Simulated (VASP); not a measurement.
Runs of VASP 6.6.1 on SiSeF2. The structure is that of space group P4/mmm (No. 123), or close to it. The cells are those of the table. The cell was generated, and may not be a known phase.

| task | spin | cell | k mesh | cutoff (eV) | gap on the mesh (eV) | pressure (GPa) | moment (μB) |
| --- | --- | --- | --- | --- | --- | --- | --- |
| single point | collinear | a = 4.761, b = 4.761, c = 2.712 Å, 4 atoms | 6 × 6 × 4 | 520 | none | -0.1 | 0.00 |
| single point | off | a = 4.820, b = 4.820, c = 2.643 Å, 4 atoms | 10 × 10 × 18 | 520 | none | -0.2 | - |
| single point | off | a = 4.854, b = 4.854, c = 2.572 Å, 4 atoms | 4 × 4 × 6 | 520 | none | -0.1 | - |
| single point | collinear | a = 3.322, b = 3.322, c = 4.085 Å, 4 atoms | 6 × 6 × 4 | 520 | none | 119.2 | (a) |
| relaxation of cell and atoms | off | relaxed from a = 4.761, b = 4.761, c = 2.712 Å, 4 atoms | 4 × 4 × 6 | 600 | none | 0.1 | - |

Alike in all rows: level PBE; potentials or basis VASP PAW PBE potentials, release 64 (Si, Se, F); smearing gaussian 0.1 eV.

Problem. Estimate the missing entries.

Solution. (a) 0.55.

Caveats: some runs use coarse meshes; a moment this small can come from the mesh or the smearing (at least some runs).

A k mesh can miss the band edges, and the runs leave out spin-orbit coupling on Se.

A gap of «none» marks levels without a gap at the run's occupations.
